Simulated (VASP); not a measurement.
## Mn: single point with r2SCAN

The system is Mn.

```
Mn
1.0
     2.74000    0.00000    0.00000
     0.00000    2.74000    0.00000
     0.00000    0.00000    2.74000
Mn
2
Direct
  0.00000 0.00000 0.00000
  0.50000 0.50000 0.50000
```

```
Program             : VASP 6.6.1
Task                : single point
Functional          : r2SCAN
Potentials or basis : VASP PAW PBE potentials, release 64 (Mn_pv)
Cutoff              : 550 eV
k mesh              : 6 × 6 × 6
Occupations         : fermi-dirac, width 0.1 eV
Spin                : collinear spin, antiferromagnetic start
Starting moments    : [3.0, -3.0] μB
```

```yaml
Pressure: 6.8 GPa
Band_gap_on_the_k_mesh: zero (filled and empty bands overlap)
Net_moment: 0.00 μB per cell
Valence_electrons_inside_the_program's_atomic_spheres: Mn 12.09
```

Levels at points of the mesh, in eV from the Fermi level:
Spin up:
```
           k point  band 10  band 11  band 12  band 13  band 14  band 15
(0.00, 0.00, 0.00)    -1.88    -1.88    -1.88     0.52     0.52     1.58
(0.50, 0.00, 0.00)    -2.58    -1.35    -1.35    -1.35    -1.35    -0.23
(0.50, 0.50, 0.00)    -3.50     0.43     0.43     0.49     0.49     0.85
(0.50, 0.50, 0.50)    -3.39    -3.39    -3.39     0.92     0.92     0.92
```
Spin down:
```tsv
k point	band 8	band 9	band 10	band 11	band 12	band 13	band 14	band 15	band 16	band 17
(0.00, 0.00, 0.00)	-5.29	-5.29	-1.88	-1.88	-1.88	0.52	0.52	1.58	1.58	1.58
(0.50, 0.00, 0.00)	-5.09	-2.58	-2.58	-1.35	-1.35	-1.35	-1.35	-0.23	-0.23	2.01
(0.50, 0.50, 0.00)	-5.55	-3.50	-3.50	0.43	0.43	0.49	0.49	0.85	0.86	1.98
(0.50, 0.50, 0.50)	-3.39	-3.39	-3.39	-3.39	-3.39	0.92	0.92	0.92	0.92	10.48
```

Run time: 32 s on 1 thread of Intel(R) Xeon(R) 6975P-C (Granite Rapids), on a shared host, peak memory 0.16 GiB.

Caveat: the k points lie up to 0.38 Å⁻¹ apart; the starting moments collapsed, and a magnetic state may lie lower; the PAW data sets were made with another functional, which shifts forces and pressure a little.
